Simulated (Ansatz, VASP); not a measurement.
# Zn2GeN: VASP beside Ansatz

```
Zn Ge N
1.0
     4.03806    0.00000    0.00000
    -2.01903    3.49706    0.00000
     0.00000    0.00000    5.01748
Zn Ge N
2 1 1
Cartesian
  2.0190 1.1657 2.5087
  0.0000 2.3314 2.5087
  0.0000 2.3314 0.0000
  0.0000 0.0000 2.5087
```

Alike in both runs: task relaxation of cell and atoms; functional PBE; k mesh 12 × 12 × 10; occupations gaussian, width 0.1 eV; no spin polarisation.

|  | VASP | Ansatz |
| --- | --- | --- |
| version | VASP 6.6.1 | Ansatz 0.2.0 |
| potentials or method | VASP PAW PBE potentials, release 64 (Zn, Ge_d, N), cutoff 600 eV | scalar-relativistic, plane waves, PAW |
| valence electrons in the cell | 43 | 43 |

```csv
,VASP,Ansatz,Ansatz less VASP
"gap on the k mesh at the Fermi level, each at its own relaxed structure (eV)",none,none,-
relaxed volume (Å³/atom),17.84,17.77,-0.073
relaxed cell length with the largest relative difference (Å),4.033,4.025,-0.0081
```

A gap of «none» marks a metal or a gap that the smearing closes.
